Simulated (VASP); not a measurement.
Set up this calculation in VASP 6.6.1, as the native input.

- Task: single point
- Functional: r2SCAN
- Potentials or basis: VASP PAW PBE potentials, release 64 (Au, Bi_d)
- Cutoff: 520 eV
- k mesh: 10 × 10 × 10
- Occupations: gaussian, width 0.05 eV
- Spin: no spin polarisation
- Dipole correction: no
- Further INCAR settings: ALGO = Normal; EDIFF = 1e-07; NBANDS = 20

BiAu:

```
Au Bi
1.0
     0.00000    2.94076    2.94076
     2.94076    0.00000    2.94076
     2.94076    2.94076    0.00000
Au Bi
1 1
Direct
  0.50000 0.50000 0.50000
  0.00850 0.00850 0.99150
```

This cell differs from its parent crystal: atom 2 (Bi) moved 0.05 Å along z.

These files were run (other wordings do the same):

POSCAR

```
BiAu
1.0
    0.0000000000      2.9407647972      2.9407647972
    2.9407647972      0.0000000000      2.9407647972
    2.9407647972      2.9407647972      0.0000000000
Au Bi
1 1
Direct
    0.5000000000      0.5000000000      0.5000000000
    0.0085011899      0.0085011899     -0.0085011899
```

INCAR.step1

```
ALGO = Normal ; EDIFF = 1E-4
ENCUT = 520 ; GGA = PE
ISMEAR = 0 ; LASPH = T
LCHARG = F ; LREAL = F
LWAVE = T ; NBANDS = 20
NELM = 100 ; PREC = Accurate
SIGMA = 0.05
```

INCAR.step2

```
ALGO = Normal ; EDIFF = 1E-7
ENCUT = 520 ; ISIF = 2
ISMEAR = 0 ; ISTART = 1
LASPH = T ; LCHARG = F
LMIXTAU = T ; LREAL = F
LWAVE = F ; METAGGA = R2SCAN
NBANDS = 20 ; NELM = 100
PREC = Accurate ; SIGMA = 0.05
```

KPOINTS

```
k-points
0
Gamma
  10 10 10
```

Potentials or basis: VASP PAW PBE potentials, release 64 (Au, Bi_d).

Command:

```console
$ cat potpaw_PBE.64/Au/POTCAR potpaw_PBE.64/Bi_d/POTCAR > POTCAR
$ cp INCAR.step1 INCAR
$ mpirun -np 1 vasp_std > vasp.out
$ cp INCAR.step2 INCAR
$ mpirun -np 1 vasp_std > vasp.out
```

It gave:

* Pressure: 0.1 GPa
* Largest force: 0.183 eV/Å
* Band gap on the k mesh: zero (bands 13 and 14 overlap by 5.29 eV)

Caveat: the cell differs from its parent crystal (atom 2 (Bi) moved 0.05 Å along z); the PAW data sets were made with another functional, which shifts forces and pressure a little; spin-orbit coupling is left out, which moves the levels of the heavy elements.

Wall time 6.8 min on 1 thread of Intel Xeon 8259CL, on a shared host, peak memory 0.27 GiB.
